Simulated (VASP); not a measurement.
A run of VASP 6.6.1:

Contents of INCAR:

```
  ALGO = Normal
  EDIFF = 1E-6
  ENCUT = 520
  GGA = PS
  ISIF = 2
  ISMEAR = 0
  IVDW = 13
  LASPH = T
  LCHARG = F
  LREAL = F
  LWAVE = F
  NBANDS = 29
  NELM = 100
  PREC = Accurate
  SIGMA = 0.01
```

KPOINTS

```
k-points
0
Gamma
  4 4 4
```

POSCAR

```
KCdF3
1.0
    4.4397546990      0.0000000000      0.0000000000
    0.0000000000      4.4397546990      0.0000000000
    0.0000000000      0.0000000000      4.4397546990
K Cd F
1 1 3
Direct
    0.0000000000      0.0000000000      0.0000000000
    0.5000000000      0.5000000000      0.5000000000
    0.0000000000      0.5000000000      0.5000000000
    0.5000000000      0.0000000000      0.5000000000
    0.5000000000      0.5000000000      0.0000000000
```

Potentials or basis: VASP PAW PBE potentials, release 64 (K_sv, Cd, F).

Launch:

```console
$ cat potpaw_PBE.64/K_sv/POTCAR potpaw_PBE.64/Cd/POTCAR potpaw_PBE.64/F/POTCAR > POTCAR
$ mpirun -np 1 vasp_std > vasp.out
```

Hardware: 1 thread of Intel Xeon 8259CL (shared host).

Problem. How long does it take, and how much memory?

Solution. Wall time 75 s on 1 thread of Intel Xeon 8259CL (shared host), peak memory 0.21 GiB. Counts: scf iterations 14, k points 10.
